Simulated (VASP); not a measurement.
CrSiB3:

```
Cr Si B
1.0
     3.55811    0.00000    0.00000
     0.00000    3.55811    0.00000
     0.00000    0.00000    3.55811
Cr Si B
1 1 3
Direct
  0.00000 0.00000 0.00000
  0.50000 0.50000 0.50000
  0.50000 0.00000 0.50000
  0.50000 0.50000 0.00000
  0.00000 0.50000 0.50000
```

The cell was built from a structure type or drawn by symmetry, and may not be a known phase.

- Program: VASP 6.6.1
- Task: relaxation of cell and atoms
- Functional: PBE
- Potentials or basis: VASP PAW PBE potentials, release 64 (Cr_pv, Si, B)
- Cutoff: 600 eV
- k mesh: 6 × 6 × 6
- Occupations: gaussian, width 0.1 eV
- Spin: collinear spin, ferromagnetic start
- Starting moments: [3.0, 0.0, 0.0, 0.0, 0.0] μB

At the start: pressure 54.8 GPa; volume 9.01 Å³/atom.

Where does the relaxation end?

Over 5 steps the energy falls by 158.9 meV/atom and the volume is 11.55 Å³/atom (+28.2 %); space group Pm-3m (No. 221, to 0.1 Å) before and after; moment 0.43 μB per cell.

Step by step:
| step | energy change (eV) | largest force (eV/Å) | pressure (GPa) | volume (Å³) |
| --- | --- | --- | --- | --- |
| 1 | 0.0000 | 0.0000 | 54.79 | 45.05 |
| 2 | -1.7820 | 0.0000 | -9.98 | 68.27 |
| 3 | -0.7641 | 0.0000 | -4.05 | 60.09 |
| 4 | -0.7902 | 0.0000 | -1.61 | 58.62 |
| 5 | -0.7944 | 0.0000 | 0.05 | 57.74 |

Final structure:
```cif
data_structure
_symmetry_space_group_name_H-M 'P 1'
_symmetry_Int_Tables_number 1
_cell_length_a 3.8651
_cell_length_b 3.8651
_cell_length_c 3.8651
_cell_angle_alpha 90.000
_cell_angle_beta 90.000
_cell_angle_gamma 90.000
_cell_volume 57.74
loop_
_atom_site_label
_atom_site_type_symbol
_atom_site_fract_x
_atom_site_fract_y
_atom_site_fract_z
_atom_site_occupancy
Cr1 Cr 0.00000 0.00000 0.00000 1
Si1 Si 0.50000 0.50000 0.50000 1
B1 B 0.50000 0.00000 0.50000 1
B2 B 0.50000 0.50000 0.00000 1
B3 B 0.00000 0.50000 0.50000 1
```

Caveat: the volume moved by over 15 % at a fixed basis, so the end points are rough; a cell with one magnetic atom can't hold antiferromagnetic order, which such compounds often take.
